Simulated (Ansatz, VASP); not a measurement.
**BN in VASP and in Ansatz**

The input POSCAR:

```
BN
1.0
    0.0000000000      1.7807424705      1.7056900167
    1.7807424705      0.0000000000      1.7056900167
    1.7807424705      1.7807424705      0.0000000000
B N
1 1
Direct
    0.0000000000      0.0000000000      0.0000000000
    0.5000000000      0.5000000000      0.5000000000
```

File INCAR.step1:

```
SYSTEM = BN
ALGO = Normal
EDIFF = 1E-4
ENCUT = 520
GGA = PE
ISMEAR = 0
LASPH = .True.
LCHARG = .False.
LREAL = .False.
LWAVE = .True.
NBANDS = 11
NELM = 100
PREC = Accurate
SIGMA = 0.01
```

INCAR.step2

```
SYSTEM = BN
ALGO = Normal
EDIFF = 1E-6
ENCUT = 520
ISIF = 2
ISMEAR = 0
ISTART = 1
LASPH = .True.
LCHARG = .True.
LELF = .True.
LMIXTAU = .True.
LREAL = .False.
LVHAR = .True.
LWAVE = .False.
METAGGA = R2SCAN
NBANDS = 11
NELM = 100
PREC = Accurate
SIGMA = 0.01
```

Contents of KPOINTS:

```
k-points
0
Gamma
  12 12 12
  0 0 0
```

Input for Ansatz:

```yaml
crystal:
  lattice:
    - [0.0, 1.7807424705, 1.7056900167]
    - [1.7807424705, 0.0, 1.7056900167]
    - [1.7807424705, 1.7807424705, 0.0]
  atoms:
    - { symbol: B, position: [0.0, 0.0, 0.0] }
    - { symbol: "N", position: [0.5, 0.5, 0.5] }
kpoints:
  mp_grid: { grid: [12, 12, 12] }
  band_path:
    path:
      - [0.0, 0.0, 0.0]
      - [0.5, 0.0, 0.5]
      - [0.625, 0.25, 0.625]
      - [0.375, 0.375, 0.75]
      - [0.5, 0.5, 0.5]
      - [0.5, 0.25, 0.75]
      - [0.151042, 0.151042, 0.302083]
      - [0.5, 0.5, 0.0]
    npoints: 1
hamiltonian:
  xc: r2scan
scf:
  occupations: { method: fixed }
  n_extra_bands: 4
output:
  forces: true
  stress: true
  eigenvalues: true
  write_density: true
  write_potential: true
  elf: true
  volumetric_format: npy
```

Change from the starting cell: epitaxial_xy strain +2.0%.

Alike in both runs: task single point; functional r2SCAN; k mesh 12 × 12 × 12; no spin polarisation.

|  | VASP | Ansatz |
| --- | --- | --- |
| version | VASP 6.6.1 | Ansatz 0.2.0 |
| potentials or method | VASP PAW PBE potentials, release 64 (B, N) | plane waves, PAW |
| plane-wave cutoff (eV) | 520 | 500 |
| occupations | gaussian, width 0.01 eV | fixed |
| valence electrons in the cell | 8 | 8 |

|  | VASP | Ansatz | Ansatz less VASP |
| --- | --- | --- | --- |
| gap on the k mesh at the Fermi level (eV) | 0.58 | 0.59 | +0.012 |
| pressure (GPa) | -4.8 | -5.2 | -0.35 |
| traceless stress, the component that is largest in VASP (GPa) | 5.41 | 5.19 | -0.227 |

VASP's potentials were made for PBE, not for r2SCAN.
